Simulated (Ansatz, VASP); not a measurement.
# Two plane-wave programs on Ni

The input INCAR:

```
SYSTEM = Ni
ALGO = Normal ; EDIFF = 1E-6
ENCUT = 520 ; GGA = PE
ISIF = 2 ; ISMEAR = -1
ISPIN = 2 ; LASPH = .TRUE.
LCHARG = .TRUE. ; LELF = .TRUE.
LMAXMIX = 4 ; LORBIT = 11
LREAL = .FALSE. ; LVHAR = .TRUE.
LWAVE = .FALSE. ; MAGMOM = 2
NBANDS = 15 ; NELM = 150
PREC = Accurate ; SIGMA = 0.1
```

Contents of KPOINTS:

```
k-points
0
G
  10 9 9
  0 0 0
```

Contents of POSCAR:

```
Ni
1.0
   -0.0260200000      1.7052800000      1.7010100000
    1.7608700000     -0.0848800000      1.7598700000
    1.7198800000      1.7231600000     -0.0439000000
Ni
1
Direct
    0.0000000000      0.0000000000      0.0000000000
```

Input for Ansatz:

```yaml
crystal:
  lattice:
    - [-0.02602, 1.70528, 1.70101]
    - [1.76087, -0.08488, 1.75987]
    - [1.71988, 1.72316, -0.0439]
  atoms:
    - { symbol: Ni, position: [0.0, 0.0, 0.0], spin: 2.0 }
basis:
  ecutwfc: 540.0
  xc_grid: 2
kpoints:
  mp_grid:
    grid: [10, 9, 9]
hamiltonian:
  xc: pbe
magnetization:
  spin_polarized: true
scf:
  convergence:
    dr2_threshold: 1.0e-09
  occupations:
    method: fermi_dirac
    width: 0.1
output:
  forces: true
  stress: true
```

Alike in both runs: task single point; functional PBE; k mesh 10 × 9 × 9; occupations fermi-dirac, width 0.1 eV; collinear spin.

|  | VASP | Ansatz |
| --- | --- | --- |
| version | VASP 6.6.1 | Ansatz 0.2.0 |
| potentials or method | VASP PAW PBE potentials, release 64 (Ni), cutoff 520 eV | plane waves, PAW |
| valence electrons in the cell | 10 | 18 |

|  | VASP | Ansatz | Ansatz less VASP |
| --- | --- | --- | --- |
| pressure (GPa) | 2.9 | 3.1 | +0.12 |
| traceless stress, the component that is largest in VASP (GPa) | 8.08 | 8.25 | +0.176 |
| net moment per atom (μB) | 0.57 | 0.60 | +0.021 |
| size of the moment on the site where the two differ most (μB) | 0.58 | 0.63 | +0.049 |

Site moments also hang on the region over which each program counts them. VASP's potentials hold 10 valence electrons a cell and Ansatz's 18, so a difference there can come from the potentials and not from the codes. Ansatz's warnings: stress scf threshold loose.
